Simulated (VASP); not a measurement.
# KI (Fm-3m) in VASP: single point with HSE06

Aim: the single point of KI with HSE06.

Everything below comes from runs of VASP 6.6.1. Logs are shortened: lines on timing, memory, paths and dates and some standing lists are left out, and cuts for length are marked.

### Step 1. The cell of the first run

It takes space group Fm-3m (No. 225, cubic). The conventional cell has a = 7.089 Å, b = 7.089 Å, c = 7.089 Å, α = 90.00°, β = 90.00°, γ = 90.00°. K (site symmetry m-3m) has 6 I at 3.54 Å within 4.7 Å. I (site symmetry m-3m) has 6 K at 3.54 Å within 4.7 Å.

### Step 2. Single point, HSE06

Input file POSCAR:

```
KI
1.0
    0.0000000000      3.5442842980      3.5442842980
    3.5442842980      0.0000000000      3.5442842980
    3.5442842980      3.5442842980      0.0000000000
K I
1 1
Direct
    0.0000000000      0.0000000000      0.0000000000
    0.5000000000      0.5000000000      0.5000000000
```

Input file INCAR.step1:

```
SYSTEM = KI
ALGO = Normal
EDIFF = 1E-5
ENCUT = 520
GGA = PE
ISIF = 2
ISMEAR = 1
LASPH = .TRUE.
LCHARG = .FALSE.
LREAL = .FALSE.
LWAVE = .TRUE.
NBANDS = 15
NELM = 60
PREC = Accurate
SIGMA = 0.2
```

Input file INCAR.step2:

```
SYSTEM = KI
ALGO = Normal
EDIFF = 1E-6
ENCUT = 520
GGA = PE
HFSCREEN = 0.2079
ISIF = 2
ISMEAR = 1
ISTART = 1
LASPH = .TRUE.
LCHARG = .FALSE.
LHFCALC = .TRUE.
LREAL = .FALSE.
LWAVE = .FALSE.
NBANDS = 15
NELM = 60
PREC = Accurate
PRECFOCK = Normal
SIGMA = 0.2
```

Input file KPOINTS:

```
k-points
0
G
  4 4 4
  0 0 0
```

Potentials or basis: VASP PAW PBE potentials, release 64 (K_sv, I).

Started as:

```
$ cat potpaw_PBE.64/K_sv/POTCAR potpaw_PBE.64/I/POTCAR > POTCAR
$ cp INCAR.step1 INCAR
$ mpirun -np 1 vasp_std > vasp.out
$ cp INCAR.step2 INCAR
$ mpirun -np 1 vasp_std > vasp.out
```

OUTCAR:

```text
SYSTEM = KI
   EDIFF = 1E-6
   ENCUT = 520
   GGA = PE
   HFSCREEN = 0.2079
   ISIF = 2
   ISMEAR = 1
   ISTART = 1
   LASPH = .TRUE.
   LHFCALC = .TRUE.
   LREAL = .FALSE.
   NELM = 60
   PREC = Accurate
   PRECFOCK = Normal

 ion  position               nearest neighbor table
   1  0.000  0.000  0.000-   2 3.54   2 3.54   2 3.54   2 3.54   2 3.54   2 3.54
   2  0.500  0.500  0.500-   1 3.54   1 3.54   1 3.54   1 3.54   1 3.54   1 3.54

  LATTYP: Found a face centered cubic cell.
 ALAT       =     7.0885685960

  Lattice vectors:

 A1 = (   0.0000000000,   3.5442842980,   3.5442842980)
 A2 = (   3.5442842980,   0.0000000000,   3.5442842980)
 A3 = (   3.5442842980,   3.5442842980,   0.0000000000)

Analysis of symmetry for initial positions (statically):
=====================================================================
 Subroutine PRICEL returns:
 Original cell was already a primitive cell.

 Routine SETGRP: Setting up the symmetry group for a
 face centered cubic supercell.

 Subroutine GETGRP returns: Found 48 space group operations
 (whereof 48 operations were pure point group operations)
 out of a pool of 48 trial point group operations.

The static configuration has the point symmetry O_h .

Analysis of symmetry for dynamics (positions and initial velocities):
=====================================================================
 Subroutine PRICEL returns:
 Original cell was already a primitive cell.

 Routine SETGRP: Setting up the symmetry group for a
 face centered cubic supercell.

 Subroutine GETGRP returns: Found 48 space group operations
 (whereof 48 operations were pure point group operations)
 out of a pool of 48 trial point group operations.

The dynamic configuration has the point symmetry O_h .

 Subroutine INISYM returns: Found 48 space group operations
 (whereof 48 operations are pure point group operations),
 and found     1 'primitive' translations

----------------------------------------------------------------------------------------

                                     Primitive cell

  volume of cell :      89.0463

  direct lattice vectors                    reciprocal lattice vectors
     0.000000000  3.544284298  3.544284298    -0.141072205  0.141072205  0.141072205
     3.544284298  0.000000000  3.544284298     0.141072205 -0.141072205  0.141072205
     3.544284298  3.544284298  0.000000000     0.141072205  0.141072205 -0.141072205

  length of vectors
[... 83 lines left out ...]
   IMIX   =      1    mixing-type and parameters
     AMIX     =   0.40;   BMIX     =  1.00
     AMIX_MAG =   1.60;   BMIX_MAG =  1.00
  volume/ion in A,a.u.               =      44.52       300.46
  Fermi-wavevector in a.u.,A,eV,Ry     =   0.923796  1.745722 11.611210  0.853400
  Thomas-Fermi vector in A             =   2.049472
   LORBIT       =      0    0 simple, 1 ext, 2 COOP (PROOUT), +10 PAW based schemes
   GGA     = PE    functional components
   LHFCALC =     T    Hartree Fock is set to
   PRECFOCK=normal    Normal, Fast or Accurate (Low or Medium for compatibility)
   ENCUT4O =  -1.0   cutoff for four orbital integrals eV
   NKREDX  =     1    reduce k-point grid by
   NKREDY  =     1    reduce k-point grid by
   NKREDZ  =     1    reduce k-point grid by
   AEXX    =    0.2500 exact exchange contribution
   HFSCREEN=    0.2079 screening length (either q_TF or 0.3 A-1)
   HFSCREENC=   0.2079 screening length for correlation (either q_TF or 0.3 A-1)
   ENCUTFOCK=  -1.0 apply spherical cutoff to Coloumb kernel
   IVDW    =     0    specifies the selected vdW correction
   LEPSILON=     F    determine dielectric tensor
   LRPA    =     F    only Hartree local field effects (RPA)
 non-spin polarized calculation
 Methfessel and Paxton  Order N= 1 SIGMA  =   0.20
  energy-cutoff  :      520.00
  volume of cell :       89.05
 maximum number of plane-waves:      2421
 NGX is ok and might be reduce to    40
  NGX = 28; NGY = 28; NGZ = 28

 number of electron      15.9999999 magnetization

 Free energy of the ion-electron system (eV)
  ---------------------------------------------------
  ext. energy  EPLUGINS =         0.00000000
  ---------------------------------------------------
  free energy    TOTEN  =        -6.39888667 eV

  energy without entropy =       -6.41372540  energy(sigma->0) =       -6.40383291

 E-fermi :  -1.1757     XC(G=0):  -6.0134

 val. band max:       -1.1869547197   @ k =   0.0000   0.0000   0.0000
 cond. band min:       3.7345194968   @ k =   0.0000   0.0000   0.0000
 fundamental gap:      4.9214742165
 Fermi energy:        -1.1756513753

 k-point     1 :       0.0000    0.0000    0.0000
  band No.  band energies     occupation
      1     -32.0377      2.00000
      2     -14.1697      2.00000
      3     -14.1697      2.00000
      4     -14.1697      2.00000
      5     -12.5741      2.00000
      6      -1.1870      1.09549
      7      -1.1870      1.09549
      8      -1.1870      1.09549
      9       3.7345      0.00000
     10       6.4505      0.00000
     11       6.4505      0.00000
     12       6.4505      0.00000
     13       7.2805      0.00000
     14       7.2805      0.00000
[... 113 lines left out ...]
      2     -14.2215      2.00000
      3     -14.2013      2.00000
      4     -14.2013      2.00000
      5     -12.3495      2.00000
      6      -1.9612      2.00000
      7      -1.9612      2.00000
      8      -1.8134      2.00006
      9       6.3387      0.00000
     10       6.3387      0.00000
     11       6.5384      0.00000
     12       8.2022      0.00000
     13       8.9274      0.00000
     14      10.0048      0.00000
     15      10.3736      0.00000

------------------------ aborting loop because EDIFF is reached ----------------------------------------

  FORCE on cell =-STRESS in cart. coord.  units (eV):
  Direction    XX          YY          ZZ          XY          YZ          ZX
  --------------------------------------------------------------------------------------
  -------------------------------------------------------------------------------------
  Total        0.1342922      0.1342922      0.1342922      0.0000000      0.0000000     -0.0000000
  in kB        2.4162708      2.4162708      2.4162708      0.0000000      0.0000000     -0.0000000
  external PRESSURE =       2.4162708 kB  Pullay stress =       0.0000000 kB

 VOLUME and BASIS-vectors are now :
 -----------------------------------------------------------------------------
  energy-cutoff  :      520.00
  volume of cell :       89.05
      direct lattice vectors                 reciprocal lattice vectors
     0.000000000  3.544284298  3.544284298    -0.141072205  0.141072205  0.141072205
     3.544284298  0.000000000  3.544284298     0.141072205 -0.141072205  0.141072205
     3.544284298  3.544284298  0.000000000     0.141072205  0.141072205 -0.141072205

 POSITION                                       TOTAL-FORCE (eV/Angst)
 -----------------------------------------------------------------------------------
      0.00000      0.00000      0.00000         0.000000     -0.000000     -0.000000
      3.54428      3.54428      3.54428        -0.000000      0.000000      0.000000
 -----------------------------------------------------------------------------------
    total drift:                               -0.000000     -0.000000     -0.000000

  FREE ENERGIE OF THE ION-ELECTRON SYSTEM (eV)
  ---------------------------------------------------
  free  energy   TOTEN  =        -6.3988866713 eV

  energy  without entropy=       -6.4137253980  energy(sigma->0) =       -6.40383291
```

OUTCAR.step1:

```text
SYSTEM = KI
   EDIFF = 1E-5
   ENCUT = 520
   GGA = PE
   ISIF = 2
   ISMEAR = 1
[... 348 lines left out ...]
      0.00000      0.00000      0.00000        -0.000000      0.000000      0.000000
      3.54428      3.54428      3.54428         0.000000     -0.000000     -0.000000
 -----------------------------------------------------------------------------------
    total drift:                                0.000000     -0.000000     -0.000000

  FREE ENERGIE OF THE ION-ELECTRON SYSTEM (eV)
  ---------------------------------------------------
  free  energy   TOTEN  =        -5.5543437340 eV

  energy  without entropy=       -5.5713560194  energy(sigma->0) =       -5.56001450
```

Run time: 21 min. Hardware: 1 thread of AMD EPYC 7R43 (Zen 3), shared host; peak memory 0.31 GiB.

What came out:

```
Free energy            : -6.3989 eV
Pressure               : 0.2 GPa
Band gap on the k mesh : 4.92 eV
```

Caveat: the PAW data sets were made with another functional, which shifts forces and pressure a little; spin-orbit coupling is left out, which moves the levels of the heavy elements.
